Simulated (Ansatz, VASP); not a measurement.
## Two plane-wave programs on Bi2Te

```
CELL_PARAMETERS angstrom
-4.00791 4.00791 3.17432
4.00791 -4.00791 3.17432
4.00791 4.00791 -3.17432
ATOMIC_POSITIONS crystal
Bi 0.45247 0.62500 0.32747
Bi 0.29753 0.12500 0.67253
Bi 0.87500 0.54753 0.17253
Bi 0.37500 0.70247 0.82747
Te 0.75000 0.25000 0.50000
Te 0.00000 0.00000 0.00000
```

Alike in both runs: task single point; functional PBE; k mesh 6 × 6 × 6; occupations fermi-dirac, width 0.05 eV; no spin polarisation.

```csv
,VASP,Ansatz
version,VASP 6.6.1,Ansatz 0.2.0
potentials or method,"VASP PAW PBE potentials, release 64 (Bi_d, Te)",Ansatz PAW
plane-wave cutoff (eV),520,420
valence electrons in the cell,72,92
```

|  | VASP | Ansatz | Ansatz less VASP |
| --- | --- | --- | --- |
| gap on the k mesh at the Fermi level (eV) | none | none | - |
| pressure (GPa) | -0.3 | -0.2 | +0.05 |
| traceless stress, the component that is largest in VASP (GPa) | -0.33 | -0.33 | -0.001 |
| rms of the force components (eV/Å) | 0.064 | 0.064 | +0.0003 |

Atom by atom the forces differ by 0.000 eV/Å (rms over components). A gap of «none» marks a metal or a gap that the smearing closes. VASP's potentials hold 72 valence electrons a cell and Ansatz's 92, so a difference there can come from the potentials and not from the codes.

Neither program's run includes spin-orbit coupling.
